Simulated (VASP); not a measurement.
# Mg2Ge3N (P6/mmm) in VASP: further runs

Runs on Mg2Ge3N. Level: PBE. Tasks: single point, relaxation of cell and atoms.

Program: VASP 6.6.1. These are calculated values, not measurements. Logs are shortened: lines on timing, memory, paths and dates and some standing lists are left out, and cuts for length are marked.

## (1) The cell of the first run

Symmetry: P6/mmm, No. 191, hexagonal system. The conventional cell has a = 5.405 Å, b = 5.405 Å, c = 4.059 Å, α = 90.00°, β = 90.00°, γ = 120.00°. Within 3.4 Å of Mg (site symmetry -6m2) lie 6 Ge at 2.56 Å and 3 Mg at 3.12 Å and 3 N at 3.12 Å. Within 3.4 Å of Ge (site symmetry mmm) lie 4 Mg at 2.56 Å and 4 Ge at 2.70 Å and 4 N at 3.38 Å. N (site symmetry 6/mmm) has 6 Mg at 3.12 Å and 12 Ge at 3.38 Å and 2 N at 4.06 Å within 4.1 Å.

The cell was built from a structure type or drawn by symmetry, and may not be a known phase.

## (2) Single point, PBE

INCAR

```
SYSTEM = Mg2Ge3N
  ALGO = Normal
  EDIFF = 1E-6
  ENCUT = 520
  GGA = PE
  ISIF = 2
  ISMEAR = 0
  LASPH = .True.
  LCHARG = .True.
  LELF = .True.
  LREAL = .False.
  LVHAR = .True.
  LWAVE = .False.
  NBANDS = 34
  NELM = 80
  PREC = Accurate
  SIGMA = 0.1
```

KPOINTS

```
k-points
0
Gamma
  6 6 4
  0 0 0
```

POSCAR

```
Mg2Ge3N
1.0
    5.4054814500      0.0000000000      0.0000000000
   -2.7027407200      4.6812842500      0.0000000000
    0.0000000000      0.0000000000      4.0594307800
Mg Ge N
2 3 1
Direct
    0.3333333300      0.6666666700      0.0000000000
    0.6666666700      0.3333333300      0.0000000000
    0.5000000000      0.0000000000      0.5000000000
    0.0000000000      0.5000000000      0.5000000000
    0.5000000000      0.5000000000      0.5000000000
    0.0000000000      0.0000000000      0.0000000000
```

Potentials or basis: VASP PAW PBE potentials, release 64 (Mg, Ge_d, N).

Command:

```sh
$ cat potpaw_PBE.64/Mg/POTCAR potpaw_PBE.64/Ge_d/POTCAR potpaw_PBE.64/N/POTCAR > POTCAR
$ mpirun -np 1 vasp_std > vasp.out
```

OUTCAR:

```text
SYSTEM = Mg2Ge3N
   EDIFF = 1E-6
   ENCUT = 520
   GGA = PE
   ISIF = 2
   ISMEAR = 0
   LASPH = .True.
   LREAL = .False.
   NELM = 80
   PREC = Accurate

 ion  position               nearest neighbor table
   1  0.333  0.667  0.000-   3 2.56   3 2.56   4 2.56   4 2.56   5 2.56   5 2.56   2 3.12   2 3.12
                             2 3.12
   2  0.667  0.333  0.000-   3 2.56   3 2.56   4 2.56   4 2.56   5 2.56   5 2.56   1 3.12   1 3.12
                             1 3.12
   3  0.500  0.000  0.500-   1 2.56   2 2.56   1 2.56   2 2.56   5 2.70   5 2.70   4 2.70   4 2.70

   4  0.000  0.500  0.500-   1 2.56   2 2.56   1 2.56   2 2.56   3 2.70   3 2.70   5 2.70   5 2.70

   5  0.500  0.500  0.500-   1 2.56   2 2.56   1 2.56   2 2.56   3 2.70   3 2.70   4 2.70   4 2.70

   6  0.000  0.000  0.000-

  LATTYP: Found a hexagonal cell.
 ALAT       =     5.4054814500
 C/A-ratio  =     0.7509841293

  Lattice vectors:

 A1 = (   5.4054814500,   0.0000000000,   0.0000000000)
 A2 = (  -2.7027407200,   4.6812842500,   0.0000000000)
 A3 = (   0.0000000000,   0.0000000000,   4.0594307800)

Analysis of symmetry for initial positions (statically):
=====================================================================
 Subroutine PRICEL returns:
 Original cell was already a primitive cell.

 Routine SETGRP: Setting up the symmetry group for a
 hexagonal supercell.

 Subroutine GETGRP returns: Found 24 space group operations
 (whereof 24 operations were pure point group operations)
 out of a pool of 24 trial point group operations.

The static configuration has the point symmetry D_6h.

Analysis of symmetry for dynamics (positions and initial velocities):
=====================================================================
 Subroutine PRICEL returns:
 Original cell was already a primitive cell.

 Routine SETGRP: Setting up the symmetry group for a
 hexagonal supercell.

 Subroutine GETGRP returns: Found 24 space group operations
 (whereof 24 operations were pure point group operations)
 out of a pool of 24 trial point group operations.

The dynamic configuration has the point symmetry D_6h.

 Subroutine INISYM returns: Found 24 space group operations
 (whereof 24 operations are pure point group operations),
 and found     1 'primitive' translations

----------------------------------------------------------------------------------------

                                     Primitive cell

  volume of cell :     102.7223

  direct lattice vectors                    reciprocal lattice vectors
     5.405481450  0.000000000  0.000000000     0.184997397  0.106808297  0.000000000
    -2.702740720  4.681284250  0.000000000     0.000000000  0.213616595  0.000000000
     0.000000000  0.000000000  4.059430780     0.000000000  0.000000000  0.246339956

  length of vectors
     5.405481450  5.405481443  4.059430780     0.213616594  0.213616595  0.246339956

  position of ions in fractional coordinates (direct lattice)
     0.333333330  0.666666670  0.000000000
     0.666666670  0.333333330  0.000000000
     0.500000000  0.000000000  0.500000000
     0.000000000  0.500000000  0.500000000
     0.500000000  0.500000000  0.500000000
     0.000000000  0.000000000  0.000000000

  ion indices of the primitive-cell ions
   primitive index   ion index
                 1           1
                 2           2
                 3           3
                 4           4
                 5           5
                 6           6

----------------------------------------------------------------------------------------

 KPOINTS: k-points

Automatic generation of k-mesh.
 Grid dimensions read from file:
 generate k-points for:    6    6    4

 Generating k-lattice:

  Cartesian coordinates                     Fractional coordinates (reciprocal lattice)
     0.030832900  0.017801383  0.000000000     0.166666667  0.000000000  0.000000000
     0.000000000  0.035602766  0.000000000     0.000000000  0.166666667  0.000000000
     0.000000000  0.000000000  0.061584989     0.000000000  0.000000000  0.250000000

  Length of vectors
     0.035602766  0.035602766  0.061584989

  Shift w.r.t. Gamma in fractional coordinates (k-lattice)
     0.000000000  0.000000000  0.000000000

 Subroutine IBZKPT returns following result:
 ===========================================

 Found     21 irreducible k-points:

 Following reciprocal coordinates:
            Coordinates               Weight
  0.000000  0.000000  0.000000      1.000000
  0.166667  0.000000  0.000000      6.000000
  0.333333  0.000000  0.000000      6.000000
  0.500000 -0.000000  0.000000      3.000000
  0.166667  0.166667  0.000000      6.000000
  0.333333  0.166667  0.000000     12.000000
[... 13 lines left out ...]
  0.333333  0.166667  0.500000     12.000000
  0.333333  0.333333  0.500000      2.000000
   k-points           NKPTS =     21   k-points in BZ     NKDIM =     21   number of bands    NBANDS=     34
   number of dos      NEDOS =    301   number of ions     NIONS =      6
   total plane-waves  NPLWV =  48000
   dimension x,y,z NGX =    40 NGY =   40 NGZ =   30
   dimension x,y,z NGXF=    80 NGYF=   80 NGZF=   60
   ions per type =               2   3   1
   NGX,Y,Z   is equivalent  to a cutoff of  12.30, 12.30, 12.29 a.u.
   NGXF,Y,Z  is equivalent  to a cutoff of  24.60, 24.60, 24.57 a.u.
 SYSTEM =  Mg2Ge3N
   PREC   = accura    normal or accurate (medium, high low for compatibility)
   ISTART =      0    job   : 0-new  1-cont  2-samecut
   ICHARG =      2    charge: 1-file 2-atom 10-const
   ISPIN  =      1    spin polarized calculation?
   LNONCOLLINEAR =      F non collinear calculations
   LSORBIT =      F    spin-orbit coupling
   LASPH  =      T    aspherical Exc in radial PAW
   ENCUT  =  520.0 eV  38.22 Ry    6.18 a.u.  10.05 10.05  7.55*2*pi/ulx,y,z
   NELM   =     80;   NELMIN=  2; NELMDL= -5     # of ELM steps
   EDIFF  = 0.1E-05   stopping-criterion for ELM
   LREAL  =      F    real-space projection
   EDIFFG = 0.1E-04   stopping-criterion for IOM
   NSW    =      0    number of steps for IOM
   IBRION =     -1    ionic relax: 0-MD 1-quasi-New 2-CG
   NFREE  =      0    steps in history (QN), initial steepest desc. (CG)
   ISIF   =      2    stress and relaxation
   ISYM   =      2    0-nonsym 1-usesym 2-fastsym
   POTIM  = 0.5000    time-step for ionic-motion
   TEBEG  =    0.0;   TEEND  =   0.0 temperature during run
   PSTRESS=    0.0 pullay stress
   NELECT =      51.0000    total number of electrons
   NUPDOWN=      -1.0000    fix difference up-down
   EMIN   =  10.00;   EMAX   =-10.00  energy-range for DOS
   EFERMI =   0.00;   METHOD = LEGACY
   ISMEAR =     0;   SIGMA  =   0.10  broadening in eV -4-tet -1-fermi 0-gaus
   EFERMI_NEDOS =   21; number of points for ismear=-14 and -15
   IALGO  =     38    algorithm
   IMIX   =      4    mixing-type and parameters
     AMIX     =   0.40;   BMIX     =  1.00
     AMIX_MAG =   1.60;   BMIX_MAG =  1.00
  volume/ion in A,a.u.               =      17.12       115.53
  Fermi-wavevector in a.u.,A,eV,Ry     =   1.296314  2.449677 22.863620  1.680429
  Thomas-Fermi vector in A             =   2.427778
   LORBIT       =      0    0 simple, 1 ext, 2 COOP (PROOUT), +10 PAW based schemes
   GGA     = PE    functional components
   LHFCALC =     F    Hartree Fock is set to
   AEXX    =    0.0000 exact exchange contribution
   IVDW    =     0    specifies the selected vdW correction
   LEPSILON=     F    determine dielectric tensor
   LRPA    =     F    only Hartree local field effects (RPA)
 non-spin polarized calculation
 Gauss-broadening in eV      SIGMA  =   0.10
  energy-cutoff  :      520.00
  volume of cell :      102.72
 maximum number of plane-waves:      2790
   NGX = 21   NGY = 21   NGZ = 15

 number of electron      50.9999970 magnetization

 Free energy of the ion-electron system (eV)
  ---------------------------------------------------
  ext. energy  EPLUGINS =         0.00000000
  ---------------------------------------------------
  free energy    TOTEN  =       -18.24433658 eV

  energy without entropy =      -18.22126437  energy(sigma->0) =      -18.23280047

 E-fermi :   4.6237     XC(G=0): -10.3304

 val. band max:        4.6111540166   @ k =   0.3333   0.3333   0.2500
 cond. band min:       4.6344291787   @ k =   0.1667   0.1667   0.5000
 fundamental gap:      0.0232751621
 Fermi energy:         4.6236825160

 k-point     1 :       0.0000    0.0000    0.0000
  band No.  band energies     occupation
      1     -20.0069      2.00000
      2     -19.9741      2.00000
      3     -19.9741      2.00000
      4     -19.9049      2.00000
      5     -19.8427      2.00000
      6     -19.8330      2.00000
[... 26 lines left out ...]
     33      10.4466      0.00000
     34      12.0577      0.00000

 k-point     2 :       0.1667    0.0000    0.0000
  band No.  band energies     occupation
      1     -19.9951      2.00000
      2     -19.9703      2.00000
      3     -19.9588      2.00000
      4     -19.8990      2.00000
      5     -19.8394      2.00000
      6     -19.8333      2.00000
[... 26 lines left out ...]
     33      10.2549      0.00000
     34      10.8319      0.00000

 k-point     3 :       0.3333    0.0000    0.0000
  band No.  band energies     occupation
      1     -19.9795      2.00000
      2     -19.9460      2.00000
      3     -19.9173      2.00000
      4     -19.8845      2.00000
      5     -19.8472      2.00000
      6     -19.8346      2.00000
[... 26 lines left out ...]
     33      10.7505      0.00000
     34      11.2323      0.00000
[... 593 lines left out ...]
 k-point    20 :       0.3333    0.1667    0.5000
  band No.  band energies     occupation
      1     -19.9640      2.00000
      2     -19.9321      2.00000
      3     -19.8821      2.00000
      4     -19.8768      2.00000
      5     -19.8705      2.00000
      6     -19.8426      2.00000
[... 26 lines left out ...]
     33      11.4319      0.00000
     34      11.9261      0.00000

 k-point    21 :       0.3333    0.3333    0.5000
  band No.  band energies     occupation
      1     -19.9472      2.00000
      2     -19.9106      2.00000
      3     -19.9106      2.00000
      4     -19.8592      2.00000
      5     -19.8592      2.00000
      6     -19.8502      2.00000
[... 26 lines left out ...]
     33       9.8815      0.00000
     34      10.7195      0.00000

------------------------ aborting loop because EDIFF is reached ----------------------------------------

  FORCE on cell =-STRESS in cart. coord.  units (eV):
  Direction    XX          YY          ZZ          XY          YZ          ZX
  --------------------------------------------------------------------------------------
  -------------------------------------------------------------------------------------
  Total        3.0113205      3.0113205     17.1521924      0.0000000     -0.0000000      0.0000000
  in kB       46.9681035     46.9681034    267.5258099      0.0000001     -0.0000000      0.0000000
  external PRESSURE =     120.4873389 kB  Pullay stress =       0.0000000 kB

 VOLUME and BASIS-vectors are now :
 -----------------------------------------------------------------------------
  energy-cutoff  :      520.00
  volume of cell :      102.72
      direct lattice vectors                 reciprocal lattice vectors
     5.405481450  0.000000000  0.000000000     0.184997397  0.106808297  0.000000000
    -2.702740720  4.681284250  0.000000000     0.000000000  0.213616595  0.000000000
     0.000000000  0.000000000  4.059430780     0.000000000  0.000000000  0.246339956

 POSITION                                       TOTAL-FORCE (eV/Angst)
 -----------------------------------------------------------------------------------
     -0.00000      3.12086      0.00000         0.000000     -0.000000      0.000000
      2.70274      1.56043      0.00000        -0.000000     -0.000000      0.000000
      2.70274      0.00000      2.02972         0.000000      0.000000      0.000000
     -1.35137      2.34064      2.02972         0.000000      0.000000      0.000000
      1.35137      2.34064      2.02972         0.000000      0.000000      0.000000
      0.00000      0.00000      0.00000         0.000000      0.000000      0.000000
 -----------------------------------------------------------------------------------
    total drift:                               -0.000000      0.000000     -0.000000

  FREE ENERGIE OF THE ION-ELECTRON SYSTEM (eV)
  ---------------------------------------------------
  free  energy   TOTEN  =       -18.2443365838 eV

  energy  without entropy=      -18.2212643657  energy(sigma->0) =      -18.23280047
```

Run time: 51 s. Hardware: 1 thread of AMD EPYC 7R13 (Zen 3), shared host; peak memory 0.21 GiB.

What came out:

```
Free energy            : -18.2443 eV
Pressure               : 12.0 GPa
Band gap on the k mesh : zero (an odd number of electrons rules out a gap without spin polarisation)
```

Caveat: the k points lie up to 0.39 Å⁻¹ apart, too coarse for converged energies and pressures of a metal.

## (3) Single point, PBE

This run uses another cell than the first one, of 19.54 Å³/atom.

INCAR

```
SYSTEM = Mg2Ge3N
ALGO = Normal ; EDIFF = 1E-6
ENCUT = 520 ; GGA = PE
ISIF = 2 ; ISMEAR = 0
LASPH = .True. ; LCHARG = .True.
LELF = .True. ; LREAL = .False.
LVHAR = .True. ; LWAVE = .False.
NBANDS = 34 ; NELM = 80
PREC = Accurate ; SIGMA = 0.1
```

KPOINTS is that of step 2.

POSCAR

```
Mg2Ge3N
1.0
    5.0978377113     -0.0000000027      0.0000000000
   -2.5489188533      4.4148569637      0.0000000000
    0.0000000000      0.0000000000      5.2080834293
Mg Ge N
2 3 1
Direct
    0.3333333333      0.6666666667      0.0000000000
    0.6666666667      0.3333333333      0.0000000000
    0.5000000000      0.0000000000      0.5000000000
    0.0000000000      0.5000000000      0.5000000000
    0.5000000000      0.5000000000      0.5000000000
    0.0000000000      0.0000000000      0.0000000000
```

Potentials or basis: VASP PAW PBE potentials, release 64 (Mg, Ge_d, N).

Command:

```sh
$ cat potpaw_PBE.64/Mg/POTCAR potpaw_PBE.64/Ge_d/POTCAR potpaw_PBE.64/N/POTCAR > POTCAR
$ mpirun -np 1 vasp_std > vasp.out
```

Run time: 74 s. Hardware: 1 thread of AMD EPYC 7R13 (Zen 3), shared host; peak memory 0.25 GiB.

Results (log left out):

- Free energy: -19.7096 eV
- Pressure: -0.3 GPa
- Band gap on the k mesh: zero (an odd number of electrons rules out a gap without spin polarisation)

Levels at points of the mesh, in eV from the Fermi level:
```csv
k point,band 24,band 25,band 26,band 27,band 28,band 29
"(0.00, 0.00, 0.00)",-1.56,-0.42,-0.42,0.13,1.54,1.54
"(0.50, 0.00, 0.00)",-1.17,0.04,0.39,1.11,1.91,1.93
"(0.00, 0.00, 0.50)",-1.29,-1.29,-0.60,-0.17,-0.17,2.00
"(0.50, 0.00, 0.50)",-0.04,0.00,1.21,2.05,2.22,2.85
```

## (4) Relaxation of cell and atoms, PBE

INCAR

```
SYSTEM = Mg2Ge3N
  PREC = Accurate
  ENCUT = 600
  EDIFF = 1E-7
  ISMEAR = 0
  SIGMA = 0.1
  LREAL = .False.
  LASPH = .True.
  NELM = 100
  ALGO = Normal
  ISIF = 3
  LWAVE = .False.
  LCHARG = .False.
  GGA = PE
  IBRION = 2
  NSW = 90
  EDIFFG = -0.04
```

KPOINTS

```
Automatic mesh
0
Gamma
  6 6 4
  0 0 0
```

POSCAR

```
Mg2Ge3N
1.0
    5.4054814500      0.0000000000      0.0000000000
   -2.7027407200      4.6812842500      0.0000000000
    0.0000000000      0.0000000000      4.0594307800
Mg Ge N
2 3 1
Direct
    0.3333333300      0.6666666700      0.0000000000
    0.6666666700      0.3333333300      0.0000000000
    0.5000000000      0.0000000000      0.5000000000
    0.0000000000      0.5000000000      0.5000000000
    0.5000000000      0.5000000000      0.5000000000
    0.0000000000      0.0000000000      0.0000000000
```

Command:

```sh
$ cat potpaw_PBE.64/Mg/POTCAR potpaw_PBE.64/Ge_d/POTCAR potpaw_PBE.64/N/POTCAR > POTCAR
$ mpirun -np 1 vasp_std > vasp.out
```

It took 8 min on 1 thread of AMD EPYC 7R13 (Zen 3), shared host; peak memory 0.29 GiB.

Results (log left out):

```
Free energy                           : -19.6896 eV
Relaxed volume                        : 19.40 Å³/atom
Relaxed cell                          : a = 5.126 Å, b = 5.126 Å, c = 5.115 Å, α = 90.00°, β = 90.00°, γ = 120.00°
Space group after relaxing (to 0.1 Å) : P6/mmm (No. 191)
Energy gained by relaxing             : 240.6 meV/atom
Ionic steps                           : 9
Pressure after relaxing               : -0.2 GPa
Band gap on the k mesh                : zero (an odd number of electrons rules out a gap without spin polarisation)
```

Stress tensor (GPa, compression positive):
```
-0.32  0.00  0.00
 0.00 -0.32  0.00
 0.00  0.00  0.02
```

The path:
| step | energy change (eV) | largest force (eV/Å) | pressure (GPa) | volume (Å³) |
| --- | --- | --- | --- | --- |
| 1 | 0.0000 | 0.0000 | 12.05 | 102.72 |
| 2 | -1.1070 | 0.0000 | -2.33 | 122.62 |
| 3 | -1.1071 | 0.0000 | -2.74 | 123.64 |
| 4 | -1.2991 | 0.0000 | -1.63 | 119.60 |
| 5 | -1.4062 | 0.0000 | 0.35 | 114.82 |
| 6 | -1.4147 | 0.0000 | 1.48 | 112.79 |
| 7 | -1.4413 | 0.0000 | 0.21 | 115.39 |
| 8 | -1.4436 | 0.0000 | -0.28 | 116.47 |
| 9 | -1.4436 | 0.0000 | -0.21 | 116.40 |

Final structure:
```
CELL_PARAMETERS angstrom
5.12607 0.00000 0.00000
-2.56303 4.43930 0.00000
0.00000 0.00000 5.11498
ATOMIC_POSITIONS crystal
Mg 0.33333 0.66667 0.00000
Mg 0.66667 0.33333 0.00000
Ge 0.50000 0.00000 0.50000
Ge 0.00000 0.50000 0.50000
Ge 0.50000 0.50000 0.50000
N 0.00000 0.00000 0.00000
```

Levels at points of the mesh, in eV from the Fermi level:
```csv
k point,band 24,band 25,band 26,band 27,band 28,band 29
"(0.00, 0.00, 0.00)",-1.43,-0.34,-0.34,0.12,1.49,1.49
"(0.50, 0.00, 0.00)",-1.14,0.03,0.49,1.08,1.86,1.90
"(0.00, 0.00, 0.50)",-1.30,-1.30,-0.60,-0.29,-0.29,1.92
"(0.50, 0.00, 0.50)",-0.04,0.04,1.13,2.01,2.14,2.78
```

Caveat: the k points lie up to 0.31 Å⁻¹ apart in the final cell, too coarse for converged energies and pressures of a metal; a cell axis changed by over 15 % at a fixed basis, so the end point is rough.

[end of part 1 of 2]
